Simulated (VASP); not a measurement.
# GaN (wurtzite type) (P6_3mc) in VASP: further runs

Runs on GaN (wurtzite type). Level: PBE. Tasks: single point, relaxation of shape and atoms at fixed volume.

Everything below comes from runs of VASP 6.6.1. Logs are shortened: lines on timing, memory, paths and dates and some standing lists are left out, and cuts for length are marked.

## Step 1: The cell of the first run

It takes space group P6_3mc (No. 186, hexagonal). Conventional cell: a = 3.218 Å, b = 3.218 Å, c = 5.243 Å, α = 90.00°, β = 90.00°, γ = 120.00°. Ga (site symmetry 3m) has 4 N at 1.97 to 1.98 Å within 2.6 Å. Within 2.6 Å of N (site symmetry 3m) lie 4 Ga at 1.97 to 1.98 Å.

## Step 2: Single point, PBE

Contents of INCAR:

```
SYSTEM = GaN
PREC = Accurate ; ENCUT = 520
EDIFF = 1E-6 ; ISMEAR = -1
SIGMA = 0.1 ; LREAL = .False.
LASPH = .True. ; NELM = 60
ALGO = Normal ; ISIF = 2
LWAVE = .False. ; LCHARG = .False.
GGA = PE ; NBANDS = 26
```

Contents of KPOINTS:

```
Automatic mesh
0
Gamma
  13 13 7
  0 0 0
```

Contents of POSCAR:

```
GaN
1.0
    3.2181866341      0.0000000000      0.0000000000
   -1.6090933171      2.7870313793      0.0000000000
    0.0000000000      0.0000000000      5.2428592681
Ga N
2 2
Direct
    0.3333333333      0.6666666667     -0.0003515223
    0.6666666667      0.3333333333      0.4996484777
    0.3333333333      0.6666666667      0.3763515223
    0.6666666667      0.3333333333      0.8763515223
```

Potentials or basis: VASP PAW PBE potentials, release 64 (Ga_d, N).

Started as:

```
$ cat potpaw_PBE.64/Ga_d/POTCAR potpaw_PBE.64/N/POTCAR > POTCAR
$ mpirun -np 1 vasp_std > vasp.out
```

OUTCAR:

```text
SYSTEM = GaN
   PREC = Accurate
   ENCUT = 520
   EDIFF = 1E-6
   ISMEAR = -1
   LREAL = .False.
   LASPH = .True.
   NELM = 60
   ISIF = 2
   GGA = PE

 ion  position               nearest neighbor table
   1  0.333  0.667  1.000-   4 1.97   4 1.97   4 1.97   3 1.98
   2  0.667  0.333  0.500-   3 1.97   3 1.97   3 1.97   4 1.98
   3  0.333  0.667  0.376-   2 1.97   2 1.97   2 1.97   1 1.98
   4  0.667  0.333  0.876-   1 1.97   1 1.97   1 1.97   2 1.98

  LATTYP: Found a hexagonal cell.
 ALAT       =     3.2181866341
 C/A-ratio  =     1.6291346228

  Lattice vectors:

 A1 = (   3.2181866341,   0.0000000000,   0.0000000000)
 A2 = (  -1.6090933171,   2.7870313793,   0.0000000000)
 A3 = (   0.0000000000,   0.0000000000,   5.2428592681)

Analysis of symmetry for initial positions (statically):
=====================================================================
 Subroutine PRICEL returns:
 Original cell was already a primitive cell.

 Routine SETGRP: Setting up the symmetry group for a
 hexagonal supercell.

 Subroutine GETGRP returns: Found 12 space group operations
 (whereof  6 operations were pure point group operations)
 out of a pool of 24 trial point group operations.

The static configuration has the point symmetry C_3v.
 The point group associated with its full space group is C_6v.

Analysis of symmetry for dynamics (positions and initial velocities):
=====================================================================
 Subroutine PRICEL returns:
 Original cell was already a primitive cell.

 Routine SETGRP: Setting up the symmetry group for a
 hexagonal supercell.

 Subroutine GETGRP returns: Found 12 space group operations
 (whereof  6 operations were pure point group operations)
 out of a pool of 24 trial point group operations.

The dynamic configuration has the point symmetry C_3v.
 The point group associated with its full space group is C_6v.

 Subroutine INISYM returns: Found 12 space group operations
 (whereof  6 operations are pure point group operations),
 and found     1 'primitive' translations

----------------------------------------------------------------------------------------

                                     Primitive cell

  volume of cell :      47.0242

  direct lattice vectors                    reciprocal lattice vectors
     3.218186634  0.000000000  0.000000000     0.310733998  0.179402358  0.000000000
    -1.609093317  2.787031379  0.000000000     0.000000000  0.358804715  0.000000000
     0.000000000  0.000000000  5.242859268     0.000000000  0.000000000  0.190735618

  length of vectors
     3.218186634  3.218186634  5.242859268     0.358804715  0.358804715  0.190735618

  position of ions in fractional coordinates (direct lattice)
     0.333333333  0.666666667  0.999648478
     0.666666667  0.333333333  0.499648478
     0.333333333  0.666666667  0.376351522
     0.666666667  0.333333333  0.876351522

  ion indices of the primitive-cell ions
   primitive index   ion index
                 1           1
                 2           2
                 3           3
                 4           4

----------------------------------------------------------------------------------------

 KPOINTS: Automatic mesh

Automatic generation of k-mesh.
 Grid dimensions read from file:
 generate k-points for:   13   13    7

 Generating k-lattice:

  Cartesian coordinates                     Fractional coordinates (reciprocal lattice)
     0.023902615  0.013800181  0.000000000     0.076923077  0.000000000  0.000000000
     0.000000000  0.027600363  0.000000000     0.000000000  0.076923077  0.000000000
     0.000000000  0.000000000  0.027247945     0.000000000  0.000000000  0.142857143

  Length of vectors
     0.027600363  0.027600363  0.027247945

  Shift w.r.t. Gamma in fractional coordinates (k-lattice)
     0.000000000  0.000000000  0.000000000

 Subroutine IBZKPT returns following result:
 ===========================================

 Found     84 irreducible k-points:

 Following reciprocal coordinates:
            Coordinates               Weight
  0.000000  0.000000  0.000000      1.000000
  0.076923  0.000000  0.000000      6.000000
  0.153846 -0.000000  0.000000      6.000000
  0.230769 -0.000000  0.000000      6.000000
  0.307692 -0.000000  0.000000      6.000000
  0.384615 -0.000000  0.000000      6.000000
[... 16 lines left out ...]
  0.076923  0.000000  0.142857     12.000000
  0.153846 -0.000000  0.142857     12.000000
 [... further k-points ...]
   k-points           NKPTS =     84   k-points in BZ     NKDIM =     84   number of bands    NBANDS=     26
   number of dos      NEDOS =    301   number of ions     NIONS =      4
   total plane-waves  NPLWV =  23040
   dimension x,y,z NGX =    24 NGY =   24 NGZ =   40
   dimension x,y,z NGXF=    48 NGYF=   48 NGZF=   80
   ions per type =               2   2
   NGX,Y,Z   is equivalent  to a cutoff of  12.40, 12.40, 12.68 a.u.
   NGXF,Y,Z  is equivalent  to a cutoff of  24.80, 24.80, 25.37 a.u.
 SYSTEM =  GaN
   PREC   = accura    normal or accurate (medium, high low for compatibility)
   ISTART =      0    job   : 0-new  1-cont  2-samecut
   ICHARG =      2    charge: 1-file 2-atom 10-const
   ISPIN  =      1    spin polarized calculation?
   LNONCOLLINEAR =      F non collinear calculations
   LSORBIT =      F    spin-orbit coupling
   LASPH  =      T    aspherical Exc in radial PAW
   ENCUT  =  520.0 eV  38.22 Ry    6.18 a.u.   5.98  5.98  9.75*2*pi/ulx,y,z
   NELM   =     60;   NELMIN=  2; NELMDL= -5     # of ELM steps
   EDIFF  = 0.1E-05   stopping-criterion for ELM
   LREAL  =      F    real-space projection
   EDIFFG = 0.1E-04   stopping-criterion for IOM
   NSW    =      0    number of steps for IOM
   IBRION =     -1    ionic relax: 0-MD 1-quasi-New 2-CG
   NFREE  =      0    steps in history (QN), initial steepest desc. (CG)
   ISIF   =      2    stress and relaxation
   ISYM   =      2    0-nonsym 1-usesym 2-fastsym
   POTIM  = 0.5000    time-step for ionic-motion
   TEBEG  =    0.0;   TEEND  =   0.0 temperature during run
   PSTRESS=    0.0 pullay stress
   NELECT =      36.0000    total number of electrons
   NUPDOWN=      -1.0000    fix difference up-down
   EMIN   =  10.00;   EMAX   =-10.00  energy-range for DOS
   EFERMI =   0.00;   METHOD = LEGACY
   ISMEAR =    -1;   SIGMA  =   0.10  broadening in eV -4-tet -1-fermi 0-gaus
   EFERMI_NEDOS =   21; number of points for ismear=-14 and -15
   IALGO  =     38    algorithm
   IMIX   =      4    mixing-type and parameters
     AMIX     =   0.40;   BMIX     =  1.00
     AMIX_MAG =   1.60;   BMIX_MAG =  1.00
  volume/ion in A,a.u.               =      11.76        79.33
  Fermi-wavevector in a.u.,A,eV,Ry     =   1.497621  2.830093 30.516078  2.242868
  Thomas-Fermi vector in A             =   2.609485
   LORBIT       =      0    0 simple, 1 ext, 2 COOP (PROOUT), +10 PAW based schemes
   GGA     = PE    functional components
   LHFCALC =     F    Hartree Fock is set to
   AEXX    =    0.0000 exact exchange contribution
   IVDW    =     0    specifies the selected vdW correction
   LEPSILON=     F    determine dielectric tensor
   LRPA    =     F    only Hartree local field effects (RPA)
 non-spin polarized calculation
  energy-cutoff  :      520.00
  volume of cell :       47.02
 maximum number of plane-waves:      1289
 NGX is ok and might be reduce to    24
   NGX = 11   NGY = 11   NGZ = 19

 number of electron      35.9999955 magnetization

 Free energy of the ion-electron system (eV)
  ---------------------------------------------------
  ext. energy  EPLUGINS =         0.00000000
  ---------------------------------------------------
  free energy    TOTEN  =       -24.32787391 eV

  energy without entropy =      -24.32787054  energy(sigma->0) =      -24.32787223

 E-fermi :   6.0284     XC(G=0): -11.5160

 val. band max:        5.0106807361   @ k =   0.0000   0.0000   0.0000
 cond. band min:       6.7275197607   @ k =   0.0000   0.0000   0.0000
 fundamental gap:      1.7168390246
 Fermi energy:         6.0284430652

 k-point     1 :       0.0000    0.0000    0.0000
  band No.  band energies     occupation
      1     -10.7262      2.00000
      2      -9.9023      2.00000
      3      -8.4100      2.00000
      4      -8.3956      2.00000
      5      -8.3956      2.00000
      6      -8.3398      2.00000
[... 18 lines left out ...]
     25      16.5000      0.00000
     26      16.5000      0.00000

 k-point     2 :       0.0769    0.0000    0.0000
  band No.  band energies     occupation
      1     -10.6711      2.00000
      2      -9.8888      2.00000
      3      -8.4053      2.00000
      4      -8.3877      2.00000
      5      -8.3753      2.00000
      6      -8.3337      2.00000
[... 18 lines left out ...]
     25      16.1929      0.00000
     26      16.6282      0.00000

 k-point     3 :       0.1538   -0.0000    0.0000
  band No.  band energies     occupation
      1     -10.5199      2.00000
      2      -9.8548      2.00000
      3      -8.3857      2.00000
      4      -8.3676      2.00000
      5      -8.3252      2.00000
      6      -8.3005      2.00000
[... 18 lines left out ...]
     25      16.1274      0.00000
     26      16.9404      0.00000

 k-point     4 :       0.2308   -0.0000    0.0000
  band No.  band energies     occupation
      1     -10.3150      2.00000
      2      -9.8154      2.00000
      3      -8.3634      2.00000
      4      -8.3458      2.00000
      5      -8.2886      2.00000
      6      -8.2575      2.00000
[... 18 lines left out ...]
     25      16.2790      0.00000
     26      17.3487      0.00000
[... 496 lines left out ...]
      1     -10.6699      2.00000
      2      -9.9210      2.00000
      3      -8.3947      2.00000
      4      -8.3947      2.00000
      5      -8.3926      2.00000
      6      -8.3442      2.00000
[... 18 lines left out ...]
     25      16.3205      0.00000
     26      16.3205      0.00000

 k-point    23 :       0.0769    0.0000    0.1429
  band No.  band energies     occupation
      1     -10.6165      2.00000
      2      -9.9059      2.00000
      3      -8.3977      2.00000
      4      -8.3865      2.00000
      5      -8.3651      2.00000
      6      -8.3379      2.00000
[... 18 lines left out ...]
     25      16.0799      0.00000
     26      16.4527      0.00000

 k-point    24 :       0.1538   -0.0000    0.1429
  band No.  band energies     occupation
      1     -10.4704      2.00000
      2      -9.8678      2.00000
      3      -8.3826      2.00000
      4      -8.3656      2.00000
      5      -8.3264      2.00000
      6      -8.3039      2.00000
[... 18 lines left out ...]
     25      15.8295      0.00000
     26      16.7853      0.00000

 [... further k-points ...]

------------------------ aborting loop because EDIFF is reached ----------------------------------------

  FORCE on cell =-STRESS in cart. coord.  units (eV):
  Direction    XX          YY          ZZ          XY          YZ          ZX
  --------------------------------------------------------------------------------------
  -------------------------------------------------------------------------------------
  Total        0.0449094      0.0449094      0.0586456     -0.0000000      0.0000000      0.0000000
  in kB        1.5301238      1.5301238      1.9981341     -0.0000000      0.0000000      0.0000000
  external PRESSURE =       1.6861272 kB  Pullay stress =       0.0000000 kB

 VOLUME and BASIS-vectors are now :
 -----------------------------------------------------------------------------
  energy-cutoff  :      520.00
  volume of cell :       47.02
      direct lattice vectors                 reciprocal lattice vectors
     3.218186634  0.000000000  0.000000000     0.310733998  0.179402358  0.000000000
    -1.609093317  2.787031379  0.000000000     0.000000000  0.358804715  0.000000000
     0.000000000  0.000000000  5.242859268     0.000000000  0.000000000  0.190735618

 POSITION                                       TOTAL-FORCE (eV/Angst)
 -----------------------------------------------------------------------------------
     -0.00000      1.85802      5.24102        -0.000000     -0.000000     -0.001569
      1.60909      0.92901      2.61959         0.000000      0.000000     -0.001569
     -0.00000      1.85802      1.97316        -0.000000      0.000000      0.001569
      1.60909      0.92901      4.59459         0.000000     -0.000000      0.001569
 -----------------------------------------------------------------------------------
    total drift:                               -0.000001     -0.000001     -0.000831

  FREE ENERGIE OF THE ION-ELECTRON SYSTEM (eV)
  ---------------------------------------------------
  free  energy   TOTEN  =       -24.3278739122 eV

  energy  without entropy=      -24.3278705404  energy(sigma->0) =      -24.32787223
```

Run time: 48 s. Hardware: 1 thread of AMD EPYC 9R45 (Zen 5), shared host; peak memory 0.19 GiB.

Results:

```yaml
Free_energy: -24.3279 eV
Pressure: 0.2 GPa
Band_gap_on_the_k_mesh: 1.72 eV
```

Levels at points of the mesh, in eV from the valence-band top:
| k point | band 15 | band 16 | band 17 | band 18 | band 19 | band 20 | band 21 | band 22 |
| --- | --- | --- | --- | --- | --- | --- | --- | --- |
| (0.00, 0.00, 0.00) | -1.00 | -0.04 | 0.00 | 0.00 | 1.72 | 4.07 | 9.02 | 9.73 |

## Step 3: Relaxation of shape and atoms at fixed volume, PBE

This run uses another cell than the first one, of 7.52 Å³/atom.

Contents of INCAR:

```
ALGO = Normal
EDIFF = 1E-7
EDIFFG = -0.005
ENCUT = 600
GGA = PE
IBRION = 2
ISIF = 4
ISMEAR = -1
LASPH = True
LCHARG = False
LREAL = False
LWAVE = False
NELM = 60
NSW = 50
PREC = Accurate
SIGMA = 0.1
```

Contents of KPOINTS:

```
k-points
0
Gamma
  13 13 7
```

Contents of POSCAR:

```
GaN
1.0
    2.7733491694      0.0000000000      0.0000000000
   -1.3866745847      2.4017908343      0.0000000000
    0.0000000000      0.0000000000      4.5181591529
Ga N
2 2
Direct
    0.3333333333      0.6666666667     -0.0003515223
    0.6666666667      0.3333333333      0.4996484777
    0.3333333333      0.6666666667      0.3763515223
    0.6666666667      0.3333333333      0.8763515223
```

Potentials or basis: VASP PAW PBE potentials, release 64 (Ga_d, N).

Started as:

```
$ cat potpaw_PBE.64/Ga_d/POTCAR potpaw_PBE.64/N/POTCAR > POTCAR
$ mpirun -np 1 vasp_std > vasp.out
```

It took 3.3 min on 1 thread of AMD EPYC 9R45 (Zen 5), shared host; peak memory 0.17 GiB.

The run converged. Its results:

- Free energy: -17.2101 eV
- Energy gained by relaxing: 2.5 meV/atom
- Ionic steps: 8
- Pressure after relaxing: 197.6 GPa
- Band gap on the k mesh: 4.21 eV (least direct gap 4.37 eV)

Stress tensor (GPa, compression positive):
```
197.62   0.00   0.00
  0.00 197.62   0.00
  0.00   0.00 197.52
```

Step by step:
```csv
step,energy change (eV),largest force (eV/Å),pressure (GPa),volume (Å³)
1,0.0000,0.1866,198.60,30.10
2,0.0065,0.5353,198.61,30.10
3,-0.0009,0.0063,198.57,30.10
4,-0.0041,0.0025,198.45,30.10
5,-0.0096,0.0826,197.83,30.10
6,-0.0097,0.1067,197.60,30.10
7,0.0084,0.8239,197.65,30.10
8,-0.0099,0.0015,197.59,30.10
```

Final structure:
```
Ga N
1.0
     2.74336    0.00000    0.00000
    -1.37168    2.37582    0.00000
     0.00000    0.00000    4.61748
Ga N
2 2
Direct
  0.33333 0.66667 0.00505
  0.66667 0.33333 0.50504
  0.33333 0.66667 0.37096
  0.66667 0.33333 0.87096
```

Levels at points of the mesh, in eV from the valence-band top:
| k point | band 14 | band 15 | band 16 | band 17 | band 18 | band 19 | band 20 | band 21 | band 22 |
| --- | --- | --- | --- | --- | --- | --- | --- | --- | --- |
| (0.00, 0.00, 0.00) | -1.63 | -1.63 | -0.42 | 0.00 | 0.00 | 4.37 | 7.47 | 11.03 | 12.55 |

A k mesh can miss the band edges.

(Part 1 of 2 ends here.)
